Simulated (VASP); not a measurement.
Here is a VASP 6.6.1 calculation.

Contents of POSCAR:

```
Y
1.0
    0.0000000000      2.2862000000      2.6838000000
    2.2862000000      0.0000000000      2.6838000000
    2.2862000000      2.2862000000      0.0000000000
Y
1
Direct
    0.0000000000      0.0000000000      0.0000000000
```

INCAR.step1

```
  PREC = Accurate
  ENCUT = 520
  ISMEAR = 0
  SIGMA = 0.15
  LREAL = False
  LASPH = True
  NELM = 60
  NBANDS = 12
  GGA = PE
  ALGO = Normal
  EDIFF = 1E-4
  LWAVE = True
  LCHARG = False
```

File INCAR.step2:

```
  PREC = Accurate
  ENCUT = 520
  EDIFF = 1E-6
  ISMEAR = 0
  SIGMA = 0.15
  LREAL = False
  LASPH = True
  NELM = 60
  ALGO = Normal
  ISIF = 2
  LWAVE = False
  LCHARG = True
  METAGGA = R2SCAN
  LMIXTAU = True
  LELF = True
  LVHAR = True
  NBANDS = 12
  ISTART = 1
```

The input KPOINTS:

```
Automatic mesh
0
Gamma
  16 16 16
```

Potentials or basis: VASP PAW PBE potentials, release 64 (Y_sv).

Launch:

```console
$ cat potpaw_PBE.64/Y_sv/POTCAR > POTCAR
$ cp INCAR.step1 INCAR
$ mpirun -np 1 vasp_std > vasp.out
$ cp INCAR.step2 INCAR
$ mpirun -np 1 vasp_std > vasp.out
```

**Question.** What does it give for the pressure?

**Answer.** 8.0 GPa.

**Question.** Estimate the band gap on the k mesh.

**Answer.** Zero (an odd number of electrons rules out a gap without spin polarisation).

Stress tensor (GPa, compression positive):
```
9.25 0.00 0.00
0.00 9.25 0.00
0.00 0.00 5.59
```

Caveat: the cell differs from its parent crystal (strain -0.080 along x and y, +0.080 along z); the cell stands under pressure; the PAW data sets were made with another functional, which shifts forces and pressure a little.
